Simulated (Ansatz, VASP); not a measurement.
# One calculation of MgO, two programs

```
Mg O
1.0
     0.00000    2.10600    2.10600
     2.10600    0.00000    2.10600
     2.10600    2.10600    0.00000
Mg O
1 1
Direct
  0.00000 0.00000 0.00000
  0.50000 0.50000 0.50000
```

Alike in both runs: task single point; functional PBEsol; k mesh 8 × 8 × 8; no spin polarisation.

|  | VASP | Ansatz |
| --- | --- | --- |
| version | VASP 6.6.1 | Ansatz 0.2.0 |
| potentials or method | VASP PAW PBE potentials, release 64 (Mg, O), cutoff 600 eV | scalar-relativistic, plane waves, PAW |
| occupations | gaussian, width 0.01 eV | fixed |
| valence electrons in the cell | 8 | 16 |

```csv
,VASP,Ansatz,Ansatz less VASP
gap on the k mesh at the Fermi level (eV),4.64,4.64,+0.005
least direct gap on the mesh (eV),4.64,4.64,+0.005
```

VASP's potentials were made for PBE, not for PBEsol, and Ansatz warns of the same on its side. VASP's potentials hold 8 valence electrons a cell and Ansatz's 16, so a difference there can come from the potentials and not from the codes.
